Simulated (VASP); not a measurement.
A run of VASP 6.6.1 is set up as follows.

File POSCAR:

```
Ti
1.0
    2.9101302477      0.0000000000      0.0000000000
   -1.4550651239      2.5202467229      0.0000000000
    0.0000000000      0.0000000000      4.6167490031
Ti
2
Direct
    0.6666666667      0.3333333333      0.7500000000
    0.3333333333      0.6666666667      0.2500000000
```

File INCAR.step1:

```
SYSTEM = Ti
PREC = Accurate
ENCUT = 520
EDIFF = 1E-5
ISMEAR = -1
SIGMA = 0.05
LREAL = .FALSE.
LASPH = .TRUE.
NELM = 60
ALGO = Normal
ISIF = 2
LWAVE = .TRUE.
LCHARG = .FALSE.
NBANDS = 19
GGA = PE
```

INCAR.step2

```
SYSTEM = Ti
PREC = Accurate
ENCUT = 520
EDIFF = 1E-6
ISMEAR = -1
SIGMA = 0.05
LREAL = .FALSE.
LASPH = .TRUE.
NELM = 60
ALGO = Normal
ISIF = 2
LWAVE = .FALSE.
LCHARG = .FALSE.
GGA = PS
LHFCALC = .TRUE.
AEXX = 0.25
PRECFOCK = Normal
NBANDS = 19
ISTART = 1
```

KPOINTS

```
regular mesh
0
G
  5 5 3
  0 0 0
```

Potentials or basis: VASP PAW PBE potentials, release 64 (Ti_sv).

The run is started by

```sh
$ cat potpaw_PBE.64/Ti_sv/POTCAR > POTCAR
$ cp INCAR.step1 INCAR
$ mpirun -np 1 vasp_std > vasp.out
$ cp INCAR.step2 INCAR
$ mpirun -np 1 vasp_std > vasp.out
```

(1) Estimate the pressure.

(2) What does it give for the band gap on the k mesh?

## Answers

(1) -3.1 GPa.

(2) zero (bands 12 and 13 overlap by 1.84 eV).

Caveat: the k points lie up to 0.50 Å⁻¹ apart, too coarse for converged energies and pressures of a metal; the PAW data sets were made with another functional, which shifts forces and pressure a little.
